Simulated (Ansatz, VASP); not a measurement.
**Two plane-wave programs on Sb**

File INCAR:

```
SYSTEM = Sb
PREC = Accurate
ENCUT = 520
EDIFF = 1E-7
ISMEAR = -1
SIGMA = 0.1
LREAL = .FALSE.
LASPH = .TRUE.
NELM = 80
ALGO = Normal
ISIF = 2
LWAVE = .FALSE.
LCHARG = .FALSE.
GGA = RP
NBANDS = 14
```

KPOINTS

```
regular mesh
0
G
  8 8 11
  0 0 0
```

File POSCAR:

```
Sb
1.0
    5.4014291633      0.0000000000      0.0000000000
   -2.7007145816      4.6777748722      0.0000000000
    0.0000000000      0.0000000000      3.2209999224
Sb
3
Direct
    0.0000000000      0.0000000000      0.0000000000
    0.3333333333      0.6666666667      0.5000000000
    0.6666666667      0.3333333333      0.5000000000
```

Input for Ansatz:

```yaml
crystal:
  lattice:
    - [5.4014291633, 0.0, 0.0]
    - [-2.7007145816, 4.6777748722, 0.0]
    - [0.0, 0.0, 3.2209999224]
  atoms:
    - { symbol: Sb, position: [0.0, 0.0, 0.0] }
    - { symbol: Sb, position: [0.3333333333, 0.6666666667, 0.5] }
    - { symbol: Sb, position: [0.6666666667, 0.3333333333, 0.5] }
hamiltonian:
  xc: rpbe
  pseudopotentials:
    kind: paw
    azcp:
      Sb: "pseudopotentials/Sb.paw.azcp"
basis:
  ecutwfc: 420
  fft_grid_basis: typed
kpoints:
  mp_grid: { grid: [8, 8, 11], shift: [0, 0, 0] }
magnetization:
  spin_polarized: false
scf:
  occupations: { method: fermi_dirac, width: 0.1 }
  lower_state_search: "off"
output:
  stress: true
```

Alike in both runs: task single point; functional RPBE; k mesh 8 × 8 × 11; occupations fermi-dirac, width 0.1 eV; no spin polarisation.

|  | VASP | Ansatz |
| --- | --- | --- |
| version | VASP 6.6.1 | Ansatz 0.2.0 |
| potentials or method | VASP PAW PBE potentials, release 64 (Sb), cutoff 520 eV | plane waves (420 eV) with PAW, scalar-relativistic |
| valence electrons in the cell | 15 | 45 |

```csv
,VASP,Ansatz,Ansatz less VASP
pressure (GPa),2.1,2.3,+0.19
"traceless stress, the component that is largest in VASP (GPa)",-1.27,-1.28,-0.002
```

VASP's potentials were made for PBE, not for RPBE. VASP's potentials hold 15 valence electrons a cell and Ansatz's 45, so a difference there can come from the potentials and not from the codes.

Spin-orbit coupling is off throughout.
